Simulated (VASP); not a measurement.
# CdS (F-43m) in VASP: a series of runs

The runs below take CdS through single point, with PBEsol.

All numbers are computed with VASP 6.6.1; they aren't measurements. Logs are shortened: lines on timing, memory, paths and dates and some standing lists are left out, and cuts for length are marked.

## Step 1: The cell of the first run

It takes space group F-43m (No. 216, cubic). Conventional cell: a = 5.920 Å, b = 5.920 Å, c = 5.920 Å, α = 90.00°, β = 90.00°, γ = 90.00°. Cd (site symmetry -43m) has 4 S at 2.56 Å within 3.4 Å. Within 3.4 Å of S (site symmetry -43m) lie 4 Cd at 2.56 Å.

## Step 2: Single point, PBEsol (strained)

Input file INCAR:

```
SYSTEM = CdS
PREC = Accurate
ENCUT = 520
EDIFF = 1E-6
ISMEAR = 0
SIGMA = 0.02
LREAL = .FALSE.
LASPH = .TRUE.
NELM = 100
ALGO = Normal
ISIF = 2
LWAVE = .FALSE.
LCHARG = .TRUE.
GGA = PS
LELF = .TRUE.
LVHAR = .TRUE.
NBANDS = 16
```

Input file KPOINTS:

```
Automatic mesh
0
G
  8 8 8
  0 0 0
```

Input file POSCAR:

```
CdS
1.0
    0.0000000000      2.9599647000      2.9599647000
    2.9599647000      0.0000000000      2.9599647000
    2.9599647000      2.9599647000      0.0000000000
Cd S
1 1
Direct
    0.0000000000      0.0000000000      0.0000000000
    0.7500000000      0.7500000000      0.7500000000
```

Potentials or basis: VASP PAW PBE potentials, release 64 (Cd, S).

The run is started by

```console
$ cat potpaw_PBE.64/Cd/POTCAR potpaw_PBE.64/S/POTCAR > POTCAR
$ mpirun -np 1 vasp_std > vasp.out
```

OUTCAR:

```text
SYSTEM = CdS
   PREC = Accurate
   ENCUT = 520
   EDIFF = 1E-6
   ISMEAR = 0
   LREAL = .FALSE.
   LASPH = .TRUE.
   NELM = 100
   ISIF = 2
   GGA = PS

 ion  position               nearest neighbor table
   1  0.000  0.000  0.000-   2 2.56   2 2.56   2 2.56   2 2.56
   2  0.750  0.750  0.750-   1 2.56   1 2.56   1 2.56   1 2.56

  LATTYP: Found a face centered cubic cell.
 ALAT       =     5.9199294000

  Lattice vectors:

 A1 = (   0.0000000000,   2.9599647000,   2.9599647000)
 A2 = (   2.9599647000,   0.0000000000,   2.9599647000)
 A3 = (   2.9599647000,   2.9599647000,   0.0000000000)

Analysis of symmetry for initial positions (statically):
=====================================================================
 Subroutine PRICEL returns:
 Original cell was already a primitive cell.

 Routine SETGRP: Setting up the symmetry group for a
 face centered cubic supercell.

 Subroutine GETGRP returns: Found 24 space group operations
 (whereof 24 operations were pure point group operations)
 out of a pool of 48 trial point group operations.

The static configuration has the point symmetry T_d .

Analysis of symmetry for dynamics (positions and initial velocities):
=====================================================================
 Subroutine PRICEL returns:
 Original cell was already a primitive cell.

 Routine SETGRP: Setting up the symmetry group for a
 face centered cubic supercell.

 Subroutine GETGRP returns: Found 24 space group operations
 (whereof 24 operations were pure point group operations)
 out of a pool of 48 trial point group operations.

The dynamic configuration has the point symmetry T_d .

 Subroutine INISYM returns: Found 24 space group operations
 (whereof 24 operations are pure point group operations),
 and found     1 'primitive' translations

----------------------------------------------------------------------------------------

                                     Primitive cell

  volume of cell :      51.8668

  direct lattice vectors                    reciprocal lattice vectors
     0.000000000  2.959964700  2.959964700    -0.168920933  0.168920933  0.168920933
     2.959964700  0.000000000  2.959964700     0.168920933 -0.168920933  0.168920933
     2.959964700  2.959964700  0.000000000     0.168920933  0.168920933 -0.168920933

  length of vectors
     4.186022223  4.186022223  4.186022223     0.292579639  0.292579639  0.292579639

  position of ions in fractional coordinates (direct lattice)
     0.000000000  0.000000000  0.000000000
     0.750000000  0.750000000  0.750000000

  ion indices of the primitive-cell ions
   primitive index   ion index
                 1           1
                 2           2

----------------------------------------------------------------------------------------

 KPOINTS: Automatic mesh

Automatic generation of k-mesh.
 Grid dimensions read from file:
 generate k-points for:    8    8    8

 Generating k-lattice:

  Cartesian coordinates                     Fractional coordinates (reciprocal lattice)
    -0.021115117  0.021115117  0.021115117     0.125000000  0.000000000  0.000000000
     0.021115117 -0.021115117  0.021115117     0.000000000  0.125000000  0.000000000
     0.021115117  0.021115117 -0.021115117     0.000000000  0.000000000  0.125000000

  Length of vectors
     0.036572455  0.036572455  0.036572455

  Shift w.r.t. Gamma in fractional coordinates (k-lattice)
     0.000000000  0.000000000  0.000000000

 Subroutine IBZKPT returns following result:
 ===========================================

 Found     29 irreducible k-points:

 Following reciprocal coordinates:
            Coordinates               Weight
  0.000000  0.000000  0.000000      1.000000
  0.125000  0.000000  0.000000      8.000000
  0.250000  0.000000  0.000000      8.000000
  0.375000  0.000000  0.000000      8.000000
  0.500000  0.000000  0.000000      4.000000
  0.125000  0.125000  0.000000      6.000000
[... 16 lines left out ...]
  0.500000  0.250000  0.125000     48.000000
 -0.375000  0.250000  0.125000     24.000000
 [... further k-points ...]
   k-points           NKPTS =     29   k-points in BZ     NKDIM =     29   number of bands    NBANDS=     16
   number of dos      NEDOS =    301   number of ions     NIONS =      2
   total plane-waves  NPLWV =  32768
   dimension x,y,z NGX =    32 NGY =   32 NGZ =   32
   dimension x,y,z NGXF=    64 NGYF=   64 NGZF=   64
   ions per type =               1   1
   NGX,Y,Z   is equivalent  to a cutoff of  12.71, 12.71, 12.71 a.u.
   NGXF,Y,Z  is equivalent  to a cutoff of  25.42, 25.42, 25.42 a.u.
 SYSTEM =  CdS
   PREC   = accura    normal or accurate (medium, high low for compatibility)
   ISTART =      0    job   : 0-new  1-cont  2-samecut
   ICHARG =      2    charge: 1-file 2-atom 10-const
   ISPIN  =      1    spin polarized calculation?
   LNONCOLLINEAR =      F non collinear calculations
   LSORBIT =      F    spin-orbit coupling
   LASPH  =      T    aspherical Exc in radial PAW
   ENCUT  =  520.0 eV  38.22 Ry    6.18 a.u.   7.78  7.78  7.78*2*pi/ulx,y,z
   NELM   =    100;   NELMIN=  2; NELMDL= -5     # of ELM steps
   EDIFF  = 0.1E-05   stopping-criterion for ELM
   LREAL  =      F    real-space projection
   EDIFFG = 0.1E-04   stopping-criterion for IOM
   NSW    =      0    number of steps for IOM
   IBRION =     -1    ionic relax: 0-MD 1-quasi-New 2-CG
   NFREE  =      0    steps in history (QN), initial steepest desc. (CG)
   ISIF   =      2    stress and relaxation
   ISYM   =      2    0-nonsym 1-usesym 2-fastsym
   POTIM  = 0.5000    time-step for ionic-motion
   TEBEG  =    0.0;   TEEND  =   0.0 temperature during run
   PSTRESS=    0.0 pullay stress
   NELECT =      18.0000    total number of electrons
   NUPDOWN=      -1.0000    fix difference up-down
   EMIN   =  10.00;   EMAX   =-10.00  energy-range for DOS
   EFERMI =   0.00;   METHOD = LEGACY
   ISMEAR =     0;   SIGMA  =   0.02  broadening in eV -4-tet -1-fermi 0-gaus
   EFERMI_NEDOS =   21; number of points for ismear=-14 and -15
   IALGO  =     38    algorithm
   IMIX   =      4    mixing-type and parameters
     AMIX     =   0.40;   BMIX     =  1.00
     AMIX_MAG =   1.60;   BMIX_MAG =  1.00
  volume/ion in A,a.u.               =      25.93       175.01
  Fermi-wavevector in a.u.,A,eV,Ry     =   1.150454  2.174042 18.007905  1.323544
  Thomas-Fermi vector in A             =   2.287117
   LORBIT       =      0    0 simple, 1 ext, 2 COOP (PROOUT), +10 PAW based schemes
   GGA     = PS    functional components
   LHFCALC =     F    Hartree Fock is set to
   AEXX    =    0.0000 exact exchange contribution
   IVDW    =     0    specifies the selected vdW correction
   LEPSILON=     F    determine dielectric tensor
   LRPA    =     F    only Hartree local field effects (RPA)
 non-spin polarized calculation
 Gauss-broadening in eV      SIGMA  =   0.02
  energy-cutoff  :      520.00
  volume of cell :       51.87
 maximum number of plane-waves:      1411
   NGX = 15   NGY = 15   NGZ = 15

 number of electron      18.0000002 magnetization

 Free energy of the ion-electron system (eV)
  ---------------------------------------------------
  ext. energy  EPLUGINS =         0.00000000
  ---------------------------------------------------
  free energy    TOTEN  =        -6.79742979 eV

  energy without entropy =       -6.79742979  energy(sigma->0) =       -6.79742979

 E-fermi :   0.9515     XC(G=0):  -9.1712

 val. band max:        0.8415298878   @ k =   0.0000   0.0000   0.0000
 cond. band min:       1.7561970977   @ k =   0.0000   0.0000   0.0000
 fundamental gap:      0.9146672100
 Fermi energy:         0.9514733336

 k-point     1 :       0.0000    0.0000    0.0000
  band No.  band energies     occupation
      1     -11.2778      2.00000
      2      -6.7330      2.00000
      3      -6.7330      2.00000
      4      -6.7330      2.00000
      5      -6.3035      2.00000
      6      -6.3035      2.00000
[... 8 lines left out ...]
     15      12.2158      0.00000
     16      12.2158      0.00000

 k-point     2 :       0.1250    0.0000    0.0000
  band No.  band energies     occupation
      1     -11.2200      2.00000
      2      -6.7128      2.00000
      3      -6.7128      2.00000
      4      -6.6823      2.00000
      5      -6.3044      2.00000
      6      -6.3044      2.00000
[... 8 lines left out ...]
     15      11.5984      0.00000
     16      12.4380      0.00000

 k-point     3 :       0.2500    0.0000    0.0000
  band No.  band energies     occupation
      1     -11.0795      2.00000
      2      -6.6689      2.00000
      3      -6.6689      2.00000
      4      -6.5031      2.00000
      5      -6.2997      2.00000
      6      -6.2997      2.00000
[... 8 lines left out ...]
     15      11.3548      0.00000
     16      11.8441      0.00000

 k-point     4 :       0.3750    0.0000    0.0000
  band No.  band energies     occupation
      1     -10.9388      2.00000
      2      -6.6351      2.00000
      3      -6.6351      2.00000
      4      -6.2820      2.00000
      5      -6.2820      2.00000
      6      -6.1830      2.00000
[... 8 lines left out ...]
     15      12.1851      0.00000
     16      12.1851      0.00000
[... 324 lines left out ...]
 k-point    22 :       0.3750    0.2500    0.1250
  band No.  band energies     occupation
      1     -10.9763      2.00000
      2      -6.6214      2.00000
      3      -6.5984      2.00000
      4      -6.4438      2.00000
      5      -6.2953      2.00000
      6      -6.2478      2.00000
[... 8 lines left out ...]
     15      12.6953      0.00000
     16      14.3859      0.00000

 k-point    23 :       0.5000    0.2500    0.1250
  band No.  band energies     occupation
      1     -10.8656      2.00000
      2      -6.5897      2.00000
      3      -6.5663      2.00000
      4      -6.3604      2.00000
      5      -6.2734      2.00000
      6      -6.0333      2.00000
[... 8 lines left out ...]
     15      13.3557      0.00000
     16      13.7759      0.00000

 k-point    24 :      -0.3750    0.2500    0.1250
  band No.  band energies     occupation
      1     -10.8204      2.00000
      2      -6.5853      2.00000
      3      -6.5513      2.00000
      4      -6.3262      2.00000
      5      -6.2796      2.00000
      6      -5.8574      2.00000
[... 8 lines left out ...]
     15      12.9069      0.00000
     16      13.8159      0.00000

 [... further k-points ...]

------------------------ aborting loop because EDIFF is reached ----------------------------------------

  FORCE on cell =-STRESS in cart. coord.  units (eV):
  Direction    XX          YY          ZZ          XY          YZ          ZX
  --------------------------------------------------------------------------------------
  -------------------------------------------------------------------------------------
  Total       -0.7645182     -0.7645182     -0.7645182      0.0000000      0.0000000     -0.0000000
  in kB      -23.6161359    -23.6161359    -23.6161359      0.0000000      0.0000000     -0.0000000
  external PRESSURE =     -23.6161359 kB  Pullay stress =       0.0000000 kB

 VOLUME and BASIS-vectors are now :
 -----------------------------------------------------------------------------
  energy-cutoff  :      520.00
  volume of cell :       51.87
      direct lattice vectors                 reciprocal lattice vectors
     0.000000000  2.959964700  2.959964700    -0.168920933  0.168920933  0.168920933
     2.959964700  0.000000000  2.959964700     0.168920933 -0.168920933  0.168920933
     2.959964700  2.959964700  0.000000000     0.168920933  0.168920933 -0.168920933

 POSITION                                       TOTAL-FORCE (eV/Angst)
 -----------------------------------------------------------------------------------
      0.00000      0.00000      0.00000         0.000000      0.000000     -0.000000
      4.43995      4.43995      4.43995        -0.000000     -0.000000      0.000000
 -----------------------------------------------------------------------------------
    total drift:                                0.000000      0.000000      0.000000

  FREE ENERGIE OF THE ION-ELECTRON SYSTEM (eV)
  ---------------------------------------------------
  free  energy   TOTEN  =        -6.7974297879 eV

  energy  without entropy=       -6.7974297879  energy(sigma->0) =       -6.79742979
```

Run time: 12 s. Hardware: 1 thread of Intel Xeon 6975P-C (Granite Rapids), shared host; peak memory 0.18 GiB.

Results:

```yaml
Free_energy: -6.7974 eV
Pressure: -2.4 GPa
Band_gap_on_the_k_mesh: 0.91 eV, direct
```

Levels at points of the mesh, in eV from the valence-band top:
| k point | band 7 | band 8 | band 9 | band 10 | band 11 | band 12 |
| --- | --- | --- | --- | --- | --- | --- |
| (0.00, 0.00, 0.00) | 0.00 | 0.00 | 0.00 | 0.91 | 6.45 | 6.45 |
| (0.50, 0.00, 0.00) | -4.22 | -0.70 | -0.70 | 2.82 | 6.91 | 6.91 |
| (0.50, 0.50, 0.00) | -3.82 | -1.76 | -1.76 | 3.47 | 4.19 | 8.89 |

Caveat: the cell differs from its parent crystal (strained); the PAW data sets were made with another functional, which shifts forces and pressure a little.

[end of part 1 of 2]
